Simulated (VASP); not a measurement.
# MgO (Periclase) (Fm-3m) in VASP: a series of runs, part 2 of 2

VASP 6.6.1. Earlier steps stand in the parts before.

## (3) Relaxation of cell and atoms, LDA

This run uses another cell than the first one, of 9.37 Å³/atom, 1.042 times its volume.

Input file INCAR:

```
PREC = Accurate
ENCUT = 600
EDIFF = 1E-6
ISMEAR = 0
SIGMA = 0.02
LREAL = F
LASPH = T
NELM = 100
ALGO = Normal
ISIF = 3
LWAVE = F
LCHARG = F
GGA = CA
IBRION = 2
NSW = 100
EDIFFG = -0.005
```

Input file KPOINTS:

```
Automatic mesh
0
Gamma
  10 10 10
```

Input file POSCAR:

```
MgO
1.0
    0.0000000000      2.1085000000      2.1085000000
    2.1085000000      0.0000000000      2.1085000000
    2.1085000000      2.1085000000      0.0000000000
Mg O
1 1
Direct
    0.0000000000      0.0000000000      0.0000000000
    0.5000000000      0.5000000000      0.5000000000
```

Potentials or basis: VASP PAW LDA potentials, release 64 (Mg, O).

The run is started by

```sh
> cat potpaw_LDA.64/Mg/POTCAR potpaw_LDA.64/O/POTCAR > POTCAR
> mpirun -np 1 vasp_std > vasp.out
```

OUTCAR:

```text
PREC = Accurate
   ENCUT = 600
   EDIFF = 1E-6
   ISMEAR = 0
   LREAL = F
   LASPH = T
   NELM = 100
   ISIF = 3
   GGA = CA
   IBRION = 2
   NSW = 100
   EDIFFG = -0.005

 ion  position               nearest neighbor table
   1  0.000  0.000  0.000-   2 2.11   2 2.11   2 2.11   2 2.11   2 2.11   2 2.11
   2  0.500  0.500  0.500-   1 2.11   1 2.11   1 2.11   1 2.11   1 2.11   1 2.11

  LATTYP: Found a face centered cubic cell.
 ALAT       =     4.2170000000

  Lattice vectors:

 A1 = (   0.0000000000,   2.1085000000,   2.1085000000)
 A2 = (   2.1085000000,   0.0000000000,   2.1085000000)
 A3 = (   2.1085000000,   2.1085000000,   0.0000000000)

Analysis of symmetry for initial positions (statically):
=====================================================================
 Subroutine PRICEL returns:
 Original cell was already a primitive cell.

 Routine SETGRP: Setting up the symmetry group for a
 face centered cubic supercell.

 Subroutine GETGRP returns: Found 48 space group operations
 (whereof 48 operations were pure point group operations)
 out of a pool of 48 trial point group operations.

The static configuration has the point symmetry O_h .

Analysis of symmetry for dynamics (positions and initial velocities):
[... 167 lines left out ...]
  -------------------------------------------------------------------------------------
  Total       -0.9896100     -0.9896100     -0.9896100      0.0000000      0.0000000     -0.0000000
  in kB      -84.5714648    -84.5714648    -84.5714648      0.0000000      0.0000000     -0.0000000
  external PRESSURE =     -84.5714648 kB  Pullay stress =       0.0000000 kB
[... 59 lines left out ...]
--------------------------------------- Ionic step        3  -------------------------------------------

 number of electron       7.9999999 magnetization

 Free energy of the ion-electron system (eV)
  ---------------------------------------------------
  ext. energy  EPLUGINS =         0.00000000
  ---------------------------------------------------
  free energy    TOTEN  =       -13.45157911 eV

  energy without entropy =      -13.45157911  energy(sigma->0) =      -13.45157911

 E-fermi :   3.3998     XC(G=0): -11.8321

 val. band max:        3.2629407608   @ k =   0.0000   0.0000   0.0000
 cond. band min:       8.4181918708   @ k =   0.0000   0.0000   0.0000
 fundamental gap:      5.1552511100
 Fermi energy:         3.3998470893

 k-point     1 :       0.0000    0.0000    0.0000
  band No.  band energies     occupation
      1     -14.0045      2.00000
      2       3.2629      2.00000
      3       3.2629      2.00000
      4       3.2629      2.00000
      5       8.4182      0.00000
      6      19.0591      0.00000
      7      19.0591      0.00000
      8      19.0591      0.00000
[... 243 lines left out ...]
 k-point    24 :       0.4000    0.3000    0.0000
  band No.  band energies     occupation
      1     -12.5857      2.00000
      2      -0.5311      2.00000
      3       1.8591      2.00000
      4       2.0968      2.00000
      5      13.0444      0.00000
      6      13.4762      0.00000
      7      17.1158      0.00000
      8      21.7739      0.00000

 [... further k-points ...]
[... 5 lines left out ...]
  --------------------------------------------------------------------------------------
  -------------------------------------------------------------------------------------
  Total        0.0023872      0.0023872      0.0023872      0.0000000      0.0000000      0.0000000
  in kB        0.2150991      0.2150991      0.2150991      0.0000000      0.0000000      0.0000000
  external PRESSURE =       0.2150991 kB  Pullay stress =       0.0000000 kB
[... 17 lines left out ...]
  FREE ENERGIE OF THE ION-ELECTRON SYSTEM (eV)
  ---------------------------------------------------
  free  energy   TOTEN  =       -13.4515791071 eV

  energy  without entropy=      -13.4515791071  energy(sigma->0) =      -13.45157911

 reached required accuracy - stopping structural energy minimisation
```

OSZICAR:

```text
N       E                     dE             d eps       ncg     rms          rms(c)
DAV:   1     0.168578706112E+02    0.16858E+02   -0.52363E+03   840   0.101E+03
DAV:   2    -0.145093904442E+02   -0.31367E+02   -0.30206E+02   920   0.155E+02
DAV:   3    -0.149920575326E+02   -0.48267E+00   -0.48267E+00   976   0.216E+01
[... 19 lines left out ...]
DAV:   2    -0.134519399214E+02    0.20160E-01   -0.14621E-01   752   0.287E+00    0.103E-01
DAV:   3    -0.134516961696E+02    0.24375E-03   -0.12682E-03   816   0.431E-01    0.642E-02
DAV:   4    -0.134515810753E+02    0.11509E-03   -0.10362E-04   800   0.106E-01    0.146E-02
DAV:   5    -0.134515790449E+02    0.20304E-05   -0.13465E-05   808   0.291E-02    0.349E-03
DAV:   6    -0.134515791071E+02   -0.62221E-07   -0.21535E-07   416   0.411E-03
   3 F= -.13451579E+02 E0= -.13451579E+02  d E =-.267242E-01
```

Wall time 12 s (1 thread of Intel Xeon Platinum 8259CL at 2.50GHz (Skylake/Cascade Lake), shared host); peak memory 0.14 GiB.

Results:

| Item | Value |
| --- | --- |
| Free energy | -13.4516 eV |
| Relaxed volume | 8.89 Å³/atom |
| Relaxed cell | a = 2.930 Å, b = 2.930 Å, c = 2.930 Å, α = 60.00°, β = 60.00°, γ = 60.00° |
| Space group after relaxing (to 0.05 Å) | Fm-3m (No. 225) |
| Energy gained by relaxing | 13.4 meV/atom |
| Ionic steps | 3 |
| Pressure after relaxing | 0.0 GPa |
| Band gap on the k mesh | 5.16 eV, direct |

The path:
```csv
step,energy change (eV),largest force (eV/Å),pressure (GPa),volume (Å³)
1,0.0000,0.0000,-8.46,18.75
2,-0.0228,0.0000,3.67,17.44
3,-0.0267,0.0000,0.02,17.78
```

Final structure:
```
Mg O
1.0
     0.00000    2.07163    2.07163
     2.07163    0.00000    2.07163
     2.07163    2.07163    0.00000
Mg O
1 1
Direct
  0.00000 0.00000 0.00000
  0.50000 0.50000 0.50000
```

Levels at points of the mesh, in eV from the valence-band top:
```
           k point  band 1  band 2  band 3  band 4  band 5  band 6  band 7  band 8
(0.00, 0.00, 0.00)  -17.27    0.00    0.00    0.00    5.16   15.80   15.80   15.80
(0.50, 0.00, 0.00)  -15.78   -4.92   -0.72   -0.72    8.05   12.96   16.51   16.51
(0.50, 0.50, 0.00)  -15.49   -4.36   -1.44   -1.44    8.94   10.25   13.42   19.39
```

## (4) Comparison with measurements

Step 2. A measured gap of MgO is 7.83 eV (quoted in “Electronic structure of alkaline earth and post-transition metal oxides”, 2009, arxiv:0908.1581); the calculated 5.03 eV misses it by -2.80 eV. The value is that of LDA, without temperature or zero-point motion. Semilocal functionals fall short of measured gaps as a rule.
